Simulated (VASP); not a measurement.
A run of VASP 6.6.1 is set up as follows.

The input INCAR:

```
PREC = Accurate
ENCUT = 520
EDIFF = 1E-8
ISMEAR = -1
SIGMA = 0.05
LREAL = F
LASPH = T
NELM = 100
ALGO = Normal
ISIF = 2
LWAVE = F
LCHARG = T
GGA = PE
IBRION = 8
NSW = 1
```

Contents of KPOINTS:

```
Automatic mesh
0
Gamma
  10 10 6
```

POSCAR

```
Os
1.0
    2.7341000000      0.0000000000      0.0000000000
   -1.3670500000      2.3678000565      0.0000000000
    0.0000000000      0.0000000000      4.3197000000
Os
2
Direct
    0.6666666667      0.3333333333      0.7500000000
    0.3333333333      0.6666666667      0.2500000000
```

Potentials or basis: VASP PAW PBE potentials, release 64 (Os).

Run with:

```sh
$ cat potpaw_PBE.64/Os/POTCAR > POTCAR
$ mpirun -np 1 vasp_std > vasp.out
```

Problem. Predict the highest phonon frequency at Γ.

Solution. 214 cm⁻¹.

Phonon frequencies in cm⁻¹ (negative: imaginary):
```
              q point        frequencies
(0.000, 0.000, 0.000)  0 0 0 166 166 214
```

Caveat: the cell stands under pressure or tension, which shifts response properties.
